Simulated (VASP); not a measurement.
P:

```
P
1.0
    -1.55362    1.55362    1.55362
     1.55362   -1.55362    1.55362
     1.55362    1.55362   -1.55362
P
1
Direct
  0.00000 0.00000 0.00000
```

This isn't the form of P at room conditions, which is orthorhombic.

- Program: VASP 6.6.1
- Task: relaxation of cell and atoms
- Functional: PBEsol
- Potentials or basis: VASP PAW PBE potentials, release 64 (P)
- Cutoff: 500 eV
- k mesh: 17 × 17 × 17
- Occupations: fermi-dirac, width 0.05 eV
- Spin: no spin polarisation

At the start: pressure -8.7 GPa; volume 15.00 Å³/atom.

**Question.** How do energy, volume and symmetry change on relaxing?

**Answer.** Over 3 steps the energy falls by 38.2 meV/atom and the volume is 13.69 Å³/atom (-8.7 %); space group Im-3m (No. 229, to 0.1 Å) before and after.

Step by step:
```csv
step,energy change (eV),largest force (eV/Å),pressure (GPa),volume (Å³)
1,0.0000,0.0000,-8.73,15.00
2,-0.0340,0.0000,3.44,13.29
3,-0.0382,0.0000,0.05,13.69
```

Final structure:
```xyz
1
Lattice="-1.5069 1.5069 1.5069 1.5069 -1.5069 1.5069 1.5069 1.5069 -1.5069" Properties=species:S:1:pos:R:3 pbc="T T T"
P     0.0000    0.0000    0.0000
```

Caveat: the PAW data sets were made with another functional, which shifts forces and pressure a little.
